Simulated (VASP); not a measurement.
Input of a VASP 6.6.1 run:

File INCAR:

```
SYSTEM = BN
PREC = Accurate
ENCUT = 520
EDIFF = 1E-7
ISMEAR = 0
SIGMA = 0.01
LREAL = .False.
LASPH = .True.
NELM = 100
ALGO = Normal
ISIF = 2
LWAVE = .False.
LCHARG = .False.
GGA = PS
NBANDS = 11
```

File KPOINTS:

```
Automatic mesh
0
Gamma
  6 6 6
  0 0 0
```

The input POSCAR:

```
BN
1.0
    3.6693000000      0.0000000000      0.0000000000
    2.8161093866      2.3522947121      0.0000000000
    2.8161093866      1.0214188225      2.1189605946
B N
1 1
Direct
    0.9996710000      0.9996710000      0.9996710000
    0.3327620000      0.3327620000      0.3327620000
```

Potentials or basis: VASP PAW PBE potentials, release 64 (B, N).

Command:

```sh
$ cat potpaw_PBE.64/B/POTCAR potpaw_PBE.64/N/POTCAR > POTCAR
$ mpirun -np 1 vasp_std > vasp.out
```

(1) Estimate the band gap on the k mesh.

(2) Predict the pressure.

Answers

(1) 4.18 eV, indirect (least direct gap 4.63 eV).

(2) 1.0 GPa.

Caveat: the k points lie up to 0.49 Å⁻¹ apart; the PAW data sets were made with another functional, which shifts forces and pressure a little.
